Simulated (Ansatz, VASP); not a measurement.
# W in VASP and in Ansatz

Contents of INCAR:

```
SYSTEM = W
ALGO = Normal ; EDIFF = 1E-6
ENCUT = 520 ; GGA = PS
ISIF = 2 ; ISMEAR = -1
LASPH = .TRUE. ; LCHARG = .FALSE.
LREAL = .FALSE. ; LWAVE = .FALSE.
NBANDS = 13 ; NELM = 100
PREC = Accurate ; SIGMA = 0.05
```

KPOINTS

```
k-points
0
G
  19 19 19
  0 0 0
```

File POSCAR:

```
W
1.0
   -1.3588201939      1.3588201939      1.3588201939
    1.3588201939     -1.3588201939      1.3588201939
    1.3588201939      1.3588201939     -1.3588201939
W
1
Direct
    0.0000000000      0.0000000000      0.0000000000
```

Input for Ansatz:

```yaml
crystal:
  lattice:
    - [-1.3588201939, 1.3588201939, 1.3588201939]
    - [1.3588201939, -1.3588201939, 1.3588201939]
    - [1.3588201939, 1.3588201939, -1.3588201939]
  atoms:
    - { symbol: W, position: [0.0, 0.0, 0.0] }
kpoints:
  mp_grid: { grid: [19, 19, 19] }
scf:
  occupations: { method: fermi_dirac, width: 0.05 }
hamiltonian:
  xc: pbesol
  pseudopotentials: { kind: all_electron, lapw: { basis_error: 0.001 } }
output:
  forces: true
  stress: true
  eigenvalues: true
  populations: true
```

Change from the starting cell: volume scaled by 0.64, LAPW.

Alike in both runs: task single point; functional PBEsol; k mesh 19 × 19 × 19; occupations fermi-dirac, width 0.05 eV; no spin polarisation.

```csv
,VASP,Ansatz
version,VASP 6.6.1,Ansatz 0.2.0
potentials or method,"VASP PAW PBE potentials, release 64 (W_sv), cutoff 520 eV","all-electron LAPW, scalar-relativistic"
```

```csv
,VASP,Ansatz,Ansatz less VASP
pressure (GPa),364.6,349.9,-14.71
```

VASP's potentials were made for PBE, not for PBEsol. Both programs put the cell under a high pressure, so it lies far from rest at this level. Ansatz ran all-electron here, and VASP with PAW potentials.

Neither program's run includes spin-orbit coupling. Noted on VASP's run: the cell as given lies far from equilibrium.
